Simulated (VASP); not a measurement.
**MoS2: single point with PBEsol**

MoS2:

```xyz
6
Lattice="3.1258 0.0000 0.0000 -1.5629 2.7070 0.0000 0.0000 0.0000 12.6092" Properties=species:S:1:pos:R:3 pbc="T T T"
Mo    0.0000    1.8047    3.1523
Mo    1.5629    0.9023    9.4569
S     0.0000    1.8047    7.8933
S     1.5629    0.9023    1.5886
S     0.0000    1.8047   11.0206
S     1.5629    0.9023    4.7160
```

This cell differs from its parent crystal: in-plane strain -0.005.

```yaml
Program: VASP 6.6.1
Task: single point
Functional: PBEsol
Potentials_or_basis: VASP PAW PBE potentials, release 64 (Mo_sv, S)
Cutoff: 520 eV
k_mesh: 6 × 6 × 2
Occupations: gaussian, width 0.01 eV
Spin: no spin polarisation
```

* Pressure: 1.0 GPa
* Largest force: 0.022 eV/Å
* Band gap on the k mesh: 1.02 eV, indirect (least direct gap 1.80 eV)

Forces on the atoms (eV/Å):
```
Mo   0.000  0.000  0.000
Mo   0.000  0.000  0.000
S    0.000  0.000 -0.022
S    0.000  0.000 -0.022
S    0.000  0.000  0.022
S    0.000  0.000  0.022
```

Stress tensor (GPa, compression positive):
```
1.45 0.00 0.00
0.00 1.45 0.00
0.00 0.00 0.13
```

Levels at points of the mesh, in eV from the valence-band top:
| k point | band 23 | band 24 | band 25 | band 26 | band 27 | band 28 | band 29 | band 30 |
| --- | --- | --- | --- | --- | --- | --- | --- | --- |
| (0.00, 0.00, 0.00) | -1.95 | -1.33 | -1.14 | 0.00 | 2.38 | 2.38 | 2.40 | 2.40 |
| (0.50, 0.00, 0.00) | -1.46 | -1.31 | -1.27 | -1.20 | 1.92 | 1.95 | 2.28 | 2.55 |
| (0.00, 0.00, 0.50) | -1.96 | -1.96 | -0.30 | -0.30 | 2.39 | 2.39 | 2.39 | 2.39 |
| (0.50, 0.00, 0.50) | -1.39 | -1.39 | -1.23 | -1.23 | 1.93 | 1.93 | 2.43 | 2.43 |

Run time: 24 s on 1 thread of Intel(R) Xeon(R) 6975P-C (Granite Rapids), with other jobs on the host, peak memory 0.23 GiB.

Caveat: the cell differs from its parent crystal (in-plane strain -0.005); the PAW data sets were made with another functional, which shifts forces and pressure a little; this functional lacks dispersion, which binds the layers, so the pressure and a relaxed spacing across them are unreliable. A k mesh can miss the band edges.
